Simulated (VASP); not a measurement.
# Ag in VASP: notebook

The runs below take Ag through single point, with PBEsol.

Program: VASP 6.6.1. These are calculated values, not measurements. Logs are shortened: lines on timing, memory, paths and dates and some standing lists are left out, and cuts for length are marked.

## 1. The cell of the first run

The cell holds a wire or tube with vacuum around it, 2 atoms: a = 11.300 Å, b = 9.300 Å, c = 2.735 Å, α = 90.00°, β = 90.00°, γ = 90.00°.

## 2. Single point, PBEsol, collinear spin

The input, INCAR:

```
PREC     = Accurate       # precision mode
ENCUT    = 520            # plane-wave cutoff, eV
EDIFF    = 1E-6           # SCF threshold, eV
ISMEAR   = 0              # smearing method
SIGMA    = 0.05           # smearing width, eV
LREAL    = F              # projectors in reciprocal space
LASPH    = T              # aspherical terms in the spheres
NELM     = 150            # most SCF steps
ALGO     = Normal         # electronic algorithm
ISIF     = 2              # what is computed and relaxed
LWAVE    = F              # write WAVECAR
LCHARG   = T              # write CHGCAR
ISPIN    = 2              # spin polarisation
MAGMOM   = 0.5 0.5        # initial moments
LORBIT   = 11             # projections on sites
LMAXMIX  = 4              # l up to which the mixer works
GGA      = PS             # functional
LELF     = T              # ELF
LVHAR    = T            
NBANDS   = 22             # bands
```

The input, KPOINTS:

```
regular mesh
0
Gamma
  1 1 23
```

The input, POSCAR:

```
Ag
1.0
   11.3000000000      0.0000000000      0.0000000000
    0.0000000000      9.3000000000      0.0000000000
    0.0000000000      0.0000000000      2.7350242031
Ag
2
Direct
    0.3972482141      0.5000000000      0.0000000000
    0.6027517859      0.5000000000      0.5000000000
```

Potentials or basis: VASP PAW PBE potentials, release 64 (Ag).

Started as:

```sh
$ cat potpaw_PBE.64/Ag/POTCAR > POTCAR
$ mpirun -np 1 vasp_std > vasp.out
```

OUTCAR:

```text
PREC = Accurate
   ENCUT = 520
   EDIFF = 1E-6
   ISMEAR = 0
   LREAL = F
   LASPH = T
   NELM = 150
   ISIF = 2
   ISPIN = 2
   LORBIT = 11
   GGA = PS

 ion  position               nearest neighbor table
   1  0.397  0.500  0.000-   2 2.69   2 2.69
   2  0.603  0.500  0.500-   1 2.69   1 2.69

  LATTYP: Found a simple orthorhombic cell.
 ALAT       =     2.7350242031
 B/A-ratio  =     3.4003355398
 C/A-ratio  =     4.1315904946

  Lattice vectors:

 A1 = (   0.0000000000,   0.0000000000,  -2.7350242031)
 A2 = (   0.0000000000,   9.3000000000,   0.0000000000)
 A3 = (  11.3000000000,   0.0000000000,   0.0000000000)

Analysis of symmetry for initial positions (statically):
=====================================================================
 Subroutine PRICEL returns:
 Original cell was already a primitive cell.

 Routine SETGRP: Setting up the symmetry group for a
 simple orthorhombic supercell.

 Subroutine GETGRP returns: Found  8 space group operations
 (whereof  4 operations were pure point group operations)
 out of a pool of  8 trial point group operations.

The static configuration has the point symmetry C_2v.
 The point group associated with its full space group is D_2h.

Analysis of symmetry for dynamics (positions and initial velocities):
=====================================================================
 Subroutine PRICEL returns:
 Original cell was already a primitive cell.

 Routine SETGRP: Setting up the symmetry group for a
 simple orthorhombic supercell.

 Subroutine GETGRP returns: Found  8 space group operations
 (whereof  4 operations were pure point group operations)
 out of a pool of  8 trial point group operations.

The dynamic configuration has the point symmetry C_2v.
 The point group associated with its full space group is D_2h.

Analysis of structural, dynamic, and magnetic symmetry:
=====================================================================
 Subroutine PRICEL returns:
 Original cell was already a primitive cell.

 Routine SETGRP: Setting up the symmetry group for a
 simple orthorhombic supercell.

 Subroutine GETGRP returns: Found  8 space group operations
 (whereof  4 operations were pure point group operations)
 out of a pool of  8 trial point group operations.

The overall configuration has the point symmetry C_2v.
 The point group associated with its full space group is D_2h.

 Subroutine INISYM returns: Found  8 space group operations
 (whereof  4 operations are pure point group operations),
 and found     1 'primitive' translations

----------------------------------------------------------------------------------------

                                     Primitive cell

  volume of cell :     287.4237

  direct lattice vectors                    reciprocal lattice vectors
    11.300000000  0.000000000  0.000000000     0.088495575  0.000000000  0.000000000
     0.000000000  9.300000000  0.000000000     0.000000000  0.107526882  0.000000000
     0.000000000  0.000000000  2.735024203     0.000000000  0.000000000  0.365627477

  length of vectors
    11.300000000  9.300000000  2.735024203     0.088495575  0.107526882  0.365627477

  position of ions in fractional coordinates (direct lattice)
     0.397248214  0.500000000  0.000000000
     0.602751786  0.500000000  0.500000000

  ion indices of the primitive-cell ions
   primitive index   ion index
                 1           1
                 2           2

----------------------------------------------------------------------------------------

 KPOINTS: regular mesh

Automatic generation of k-mesh.
 Grid dimensions read from file:
 generate k-points for:    1    1   23

 Generating k-lattice:

  Cartesian coordinates                     Fractional coordinates (reciprocal lattice)
     0.088495575  0.000000000  0.000000000     1.000000000  0.000000000  0.000000000
     0.000000000  0.107526882  0.000000000     0.000000000  1.000000000  0.000000000
     0.000000000  0.000000000  0.015896847     0.000000000  0.000000000  0.043478261

  Length of vectors
     0.088495575  0.107526882  0.015896847

  Shift w.r.t. Gamma in fractional coordinates (k-lattice)
     0.000000000  0.000000000  0.000000000

 Subroutine IBZKPT returns following result:
 ===========================================

 Found     12 irreducible k-points:

 Following reciprocal coordinates:
            Coordinates               Weight
  0.000000  0.000000  0.000000      1.000000
  0.000000  0.000000  0.043478      2.000000
  0.000000  0.000000  0.086957      2.000000
  0.000000  0.000000  0.130435      2.000000
  0.000000  0.000000  0.173913      2.000000
  0.000000  0.000000  0.217391      2.000000
  0.000000  0.000000  0.260870      2.000000
  0.000000  0.000000  0.304348      2.000000
  0.000000  0.000000  0.347826      2.000000
  0.000000  0.000000  0.391304      2.000000
  0.000000  0.000000  0.434783      2.000000
  0.000000  0.000000  0.478261      2.000000
   k-points           NKPTS =     12   k-points in BZ     NKDIM =     12   number of bands    NBANDS=     22
   number of dos      NEDOS =    301   number of ions     NIONS =      2
   total plane-waves  NPLWV = 117600
   dimension x,y,z NGX =    84 NGY =   70 NGZ =   20
   dimension x,y,z NGXF=   168 NGYF=  140 NGZF=   40
   ions per type =               2
   NGX,Y,Z   is equivalent  to a cutoff of  12.36, 12.51, 12.16 a.u.
   NGXF,Y,Z  is equivalent  to a cutoff of  24.72, 25.03, 24.31 a.u.
 SYSTEM =  unknown system
   PREC   = accura    normal or accurate (medium, high low for compatibility)
   ISTART =      0    job   : 0-new  1-cont  2-samecut
   ICHARG =      2    charge: 1-file 2-atom 10-const
   ISPIN  =      2    spin polarized calculation?
   LNONCOLLINEAR =      F non collinear calculations
   LSORBIT =      F    spin-orbit coupling
   LASPH  =      T    aspherical Exc in radial PAW
   ENCUT  =  520.0 eV  38.22 Ry    6.18 a.u.  21.01 17.29  5.09*2*pi/ulx,y,z
   NELM   =    150;   NELMIN=  2; NELMDL= -5     # of ELM steps
   EDIFF  = 0.1E-05   stopping-criterion for ELM
   LREAL  =      F    real-space projection
   EDIFFG = 0.1E-04   stopping-criterion for IOM
   NSW    =      0    number of steps for IOM
   IBRION =     -1    ionic relax: 0-MD 1-quasi-New 2-CG
   NFREE  =      0    steps in history (QN), initial steepest desc. (CG)
   ISIF   =      2    stress and relaxation
   ISYM   =      2    0-nonsym 1-usesym 2-fastsym
   POTIM  = 0.5000    time-step for ionic-motion
   TEBEG  =    0.0;   TEEND  =   0.0 temperature during run
   PSTRESS=    0.0 pullay stress
   NELECT =      22.0000    total number of electrons
   NUPDOWN=      -1.0000    fix difference up-down
   EMIN   =  10.00;   EMAX   =-10.00  energy-range for DOS
   EFERMI =   0.00;   METHOD = LEGACY
   ISMEAR =     0;   SIGMA  =   0.05  broadening in eV -4-tet -1-fermi 0-gaus
   EFERMI_NEDOS =   21; number of points for ismear=-14 and -15
   IALGO  =     38    algorithm
   IMIX   =      4    mixing-type and parameters
     AMIX     =   0.40;   BMIX     =  1.00
     AMIX_MAG =   1.60;   BMIX_MAG =  1.00
  volume/ion in A,a.u.               =     143.71       969.82
  Fermi-wavevector in a.u.,A,eV,Ry     =   0.695091  1.313531  6.573671  0.483151
  Thomas-Fermi vector in A             =   1.777766
   LORBIT       =     11    0 simple, 1 ext, 2 COOP (PROOUT), +10 PAW based schemes
   GGA     = PS    functional components
   LHFCALC =     F    Hartree Fock is set to
   AEXX    =    0.0000 exact exchange contribution
   IVDW    =     0    specifies the selected vdW correction
   LEPSILON=     F    determine dielectric tensor
   LRPA    =     F    only Hartree local field effects (RPA)
 spin polarized calculation
 Gauss-broadening in eV      SIGMA  =   0.05
  energy-cutoff  :      520.00
  volume of cell :      287.42
 maximum number of plane-waves:      7780
   NGX = 43   NGY = 35   NGZ = 11

 number of electron      21.9999999 magnetization       0.0142636

 Free energy of the ion-electron system (eV)
  ---------------------------------------------------
  ext. energy  EPLUGINS =         0.00000000
  ---------------------------------------------------
  free energy    TOTEN  =        -4.06043073 eV

  energy without entropy =       -4.05694781  energy(sigma->0) =       -4.05868927

 E-fermi :  -2.9279     XC(G=0):  -2.7607

 val. band max:       -3.1157274891   @ k =   0.0000   0.0000   0.0870
 cond. band min:      -2.9235319310   @ k =   0.0000   0.0000   0.1304
 fundamental gap:      0.1921955582
 Fermi energy:        -2.9279267017

 spin component 1

 k-point     1 :       0.0000    0.0000    0.0000
  band No.  band energies     occupation
      1      -8.5071      1.00000
      2      -8.3274      1.00000
      3      -7.1887      1.00000
      4      -7.1161      1.00000
      5      -6.5775      1.00000
      6      -6.2167      1.00000
[... 14 lines left out ...]
     21       3.5981      0.00000
     22       4.9558      0.00000
[... 251 lines left out ...]
 k-point    12 :       0.0000    0.0000    0.4783
  band No.  band energies     occupation
      1      -8.0193      1.00000
      2      -8.0073      1.00000
      3      -7.3820      1.00000
      4      -7.3715      1.00000
      5      -6.2455      1.00000
      6      -6.1810      1.00000
[... 14 lines left out ...]
     21       6.7716      0.00000
     22       6.9885      0.00000
 Fermi energy:        -2.9279267017

 spin component 2

 k-point     1 :       0.0000    0.0000    0.0000
  band No.  band energies     occupation
      1      -8.5047      1.00000
      2      -8.3245      1.00000
      3      -7.1872      1.00000
      4      -7.1140      1.00000
      5      -6.5763      1.00000
      6      -6.2149      1.00000
[... 14 lines left out ...]
     21       3.6069      0.00000
     22       4.9521      0.00000
[... 252 lines left out ...]
  band No.  band energies     occupation
      1      -8.0174      1.00000
      2      -8.0054      1.00000
      3      -7.3803      1.00000
      4      -7.3698      1.00000
      5      -6.2439      1.00000
      6      -6.1795      1.00000
[... 14 lines left out ...]
     21       6.7731      0.00000
     22       6.9786      0.00000

------------------------ aborting loop because EDIFF is reached ----------------------------------------

  FORCE on cell =-STRESS in cart. coord.  units (eV):
  Direction    XX          YY          ZZ          XY          YZ          ZX
  --------------------------------------------------------------------------------------
  -------------------------------------------------------------------------------------
  Total        0.1466655     -0.0433493     -1.3607612      0.0000000      0.0000000      0.0000000
  in kB        0.8175529     -0.2416407     -7.5852508      0.0000000      0.0000000      0.0000000
  external PRESSURE =      -2.3364462 kB  Pullay stress =       0.0000000 kB

 VOLUME and BASIS-vectors are now :
 -----------------------------------------------------------------------------
  energy-cutoff  :      520.00
  volume of cell :      287.42
      direct lattice vectors                 reciprocal lattice vectors
    11.300000000  0.000000000  0.000000000     0.088495575  0.000000000  0.000000000
     0.000000000  9.300000000  0.000000000     0.000000000  0.107526882  0.000000000
     0.000000000  0.000000000  2.735024203     0.000000000  0.000000000  0.365627477

 POSITION                                       TOTAL-FORCE (eV/Angst)
 -----------------------------------------------------------------------------------
      4.48890      4.65000      0.00000        -0.059046      0.000000      0.000000
      6.81110      4.65000      1.36751         0.059046      0.000000      0.000000
 -----------------------------------------------------------------------------------
    total drift:                                0.000000     -0.000000     -0.000000

  FREE ENERGIE OF THE ION-ELECTRON SYSTEM (eV)
  ---------------------------------------------------
  free  energy   TOTEN  =        -4.0604307289 eV

  energy  without entropy=       -4.0569478069  energy(sigma->0) =       -4.05868927

 total charge

# of ion       s       p       d       tot
------------------------------------------
    1        0.451   0.136   9.230   9.818
    2        0.451   0.136   9.230   9.818
--------------------------------------------------
tot          0.903   0.273  18.460  19.635

 magnetization (x)

# of ion       s       p       d       tot
------------------------------------------
    1        0.002   0.001   0.000   0.003
    2        0.002   0.001   0.000   0.003
--------------------------------------------------
tot          0.004   0.001   0.000   0.005
```

Wall time 5.1 min (1 thread of AMD EPYC 7R13, shared host); peak memory 0.42 GiB.

What came out:

```
Free energy                                           : -4.0604 eV
Largest force                                         : 0.059 eV/Å
Band gap on the k mesh                                : zero (filled and empty bands overlap)
Net moment                                            : 0.01 μB per cell
Valence electrons inside the program's atomic spheres : Ag 9.82
```

Forces in eV/Å, atoms in the order of the input:
```
Ag  -0.059  0.000  0.000
Ag   0.059  0.000  0.000
```

Caveat: the PAW data sets were made with another functional, which shifts forces and pressure a little.

## 3. Single point, PBEsol, collinear spin

This run uses another cell than the first one.

The input, INCAR:

```
ALGO = Normal
EDIFF = 1E-6
ENCUT = 520
GGA = PS
ISIF = 2
ISMEAR = 0
ISPIN = 2
LASPH = True
LCHARG = False
LMAXMIX = 4
LORBIT = 11
LREAL = False
LWAVE = False
MAGMOM = 0.5 0.5
NBANDS = 22
NELM = 150
PREC = Accurate
SIGMA = 0.05
```

The input, KPOINTS:

```
k-points
0
Gamma
  1 1 14
```

The input, POSCAR:

```
Ag
1.0
   10.2000000000      0.0000000000      0.0000000000
    0.0000000000      9.3000000000      0.0000000000
    0.0000000000      0.0000000000      4.6443807223
Ag
2
Direct
    0.4430835696      0.5000000000      0.0000000000
    0.5569164304      0.5000000000      0.5000000000
```

Potentials or basis: VASP PAW PBE potentials, release 64 (Ag).

Started as:

```sh
$ cat potpaw_PBE.64/Ag/POTCAR > POTCAR
$ mpirun -np 1 vasp_std > vasp.out
```

Wall time 6.8 min (1 thread of AMD EPYC 7R13, shared host); peak memory 0.63 GiB.

The run converged. Its results:

* Free energy: -3.2880 eV
* Largest force: 0.023 eV/Å
* Band gap on the k mesh: zero (filled and empty bands touch)
* Net moment: 0.00 μB per cell
* Valence electrons inside the program's atomic spheres: Ag 9.80

Forces in eV/Å, atoms in the order of the input:
```
Ag   0.023  0.000  0.000
Ag  -0.023  0.000  0.000
```

Levels at points of the mesh, in eV from the Fermi level:
Spin up:
| k point | band 8 | band 9 | band 10 | band 11 | band 12 | band 13 | band 14 | band 15 |
| --- | --- | --- | --- | --- | --- | --- | --- | --- |
| (0.00, 0.00, 0.00) | -2.89 | -2.56 | -2.37 | -1.63 | 1.99 | 2.75 | 4.09 | 4.99 |
| (0.00, 0.00, 0.50) | -2.65 | -2.18 | -2.18 | 0.00 | 0.00 | 4.00 | 4.00 | 4.80 |
Spin down:
| k point | band 7 | band 8 | band 9 | band 10 | band 11 | band 12 | band 13 | band 14 | band 15 | band 16 |
| --- | --- | --- | --- | --- | --- | --- | --- | --- | --- | --- |
| (0.00, 0.00, 0.00) | -2.90 | -2.89 | -2.56 | -2.37 | -1.63 | 1.99 | 2.75 | 4.08 | 4.99 | 5.10 |
| (0.00, 0.00, 0.50) | -2.65 | -2.65 | -2.18 | -2.18 | 0.00 | 0.00 | 4.00 | 4.00 | 4.80 | 4.80 |

Caveat: the PAW data sets were made with another functional, which shifts forces and pressure a little.

The gap in the log of VASP goes by the Fermi energy; the results here count the filled bands.